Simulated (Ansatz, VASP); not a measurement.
**One calculation of HfC, two programs**

INCAR

```
PREC = Accurate ; ENCUT = 520
EDIFF = 1E-7 ; ISMEAR = 0
SIGMA = 0.15 ; LREAL = F
LASPH = T ; NELM = 80
ALGO = Normal ; ISIF = 2
LWAVE = F ; LCHARG = F
GGA = PS ; NBANDS = 14
```

File KPOINTS:

```
Automatic mesh
0
Gamma
  20 20 20
```

Contents of POSCAR:

```
HfC
1.0
   -0.5038604225      2.1023141766      2.1023141766
    2.1023141766     -0.5038604225      2.1023141766
    2.1023141766      2.1023141766     -0.5038604225
Hf C
1 1
Direct
    0.5000000000      0.5000000000      0.5000000000
    0.0000000000      0.0000000000      0.0000000000
```

Input for Ansatz:

```yaml
crystal:
  lattice:
    - [-0.5038604225, 2.1023141766, 2.1023141766]
    - [2.1023141766, -0.5038604225, 2.1023141766]
    - [2.1023141766, 2.1023141766, -0.5038604225]
  atoms:
    - { symbol: Hf, position: [0.5, 0.5, 0.5] }
    - { symbol: C, position: [0.0, 0.0, 0.0] }
basis:
  ecutwfc: 420
kpoints:
  mp_grid: { grid: [20, 20, 20] }
hamiltonian:
  xc: pbesol
scf:
  occupations: { method: gaussian, width: 0.15 }
output:
  forces: true
  stress: true
  eigenvalues: true
```

Alike in both runs: task single point; functional PBEsol; k mesh 20 × 20 × 20; occupations gaussian, width 0.15 eV; no spin polarisation.

|  | VASP | Ansatz |
| --- | --- | --- |
| version | VASP 6.6.1 | Ansatz 0.2.0 |
| potentials or method | VASP PAW PBE potentials, release 64 (Hf_pv, C), cutoff 520 eV | scalar-relativistic, plane waves, PAW |
| valence electrons in the cell | 14 | 30 |

|  | VASP | Ansatz | Ansatz less VASP |
| --- | --- | --- | --- |
| gap on the k mesh at the Fermi level (eV) | none | none | - |
| pressure (GPa) | -8.9 | -8.1 | +0.76 |
| traceless stress, the component that is largest in VASP (GPa) | 16.73 | 16.84 | +0.104 |

VASP's potentials were made for PBE, not for PBEsol. A gap of «none» marks a metal or a gap that the smearing closes. VASP's potentials hold 14 valence electrons a cell and Ansatz's 30, so a difference there can come from the potentials and not from the codes.

Spin-orbit coupling is off throughout.
